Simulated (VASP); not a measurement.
Wanted: the native input for a VASP 6.6.1 run.

```yaml
Task: single point
Functional: PBEsol
Potentials_or_basis: VASP PAW PBE potentials, release 64 (Mg)
Cutoff: 520 eV
k_mesh: 12 × 12 × 8
Occupations: fermi-dirac, width 0.1 eV
Spin: no spin polarisation
Dipole_correction: no
Further_INCAR_settings: ALGO = Normal; EDIFF = 1e-06; NBANDS = 9
```

The structure of Mg lies in POSCAR:

```
Mg
1.0
    3.1906673457      0.0000000000      0.0000000000
   -1.5953336729      2.7631989764      0.0000000000
    0.0000000000      0.0000000000      5.1075428866
Mg
2
Direct
    0.3333333333      0.6666666667      0.2500000000
    0.6666666667      0.3333333333      0.7500000000
```

These files were run (other wordings do the same):

INCAR

```
SYSTEM = Mg
PREC = Accurate ; ENCUT = 520
EDIFF = 1E-6 ; ISMEAR = -1
SIGMA = 0.1 ; LREAL = .FALSE.
LASPH = .TRUE. ; NELM = 80
ALGO = Normal ; ISIF = 2
LWAVE = .FALSE. ; LCHARG = .FALSE.
GGA = PS ; NBANDS = 9
```

KPOINTS

```
Automatic mesh
0
G
  12 12 8
  0 0 0
```

Potentials or basis: VASP PAW PBE potentials, release 64 (Mg).

Command:

```console
$ cat potpaw_PBE.64/Mg/POTCAR > POTCAR
$ mpirun -np 1 vasp_std > vasp.out
```

Results of the run:

| Item | Value |
| --- | --- |
| Pressure | 0.0 GPa |
| Band gap on the k mesh | zero (bands 2 and 3 overlap by 2.07 eV) |

Caveat: the PAW data sets were made with another functional, which shifts forces and pressure a little.

Wall time 7.3 s on 1 thread of Intel(R) Xeon(R) 6975P-C (Granite Rapids), with other jobs on the host, peak memory 0.17 GiB.
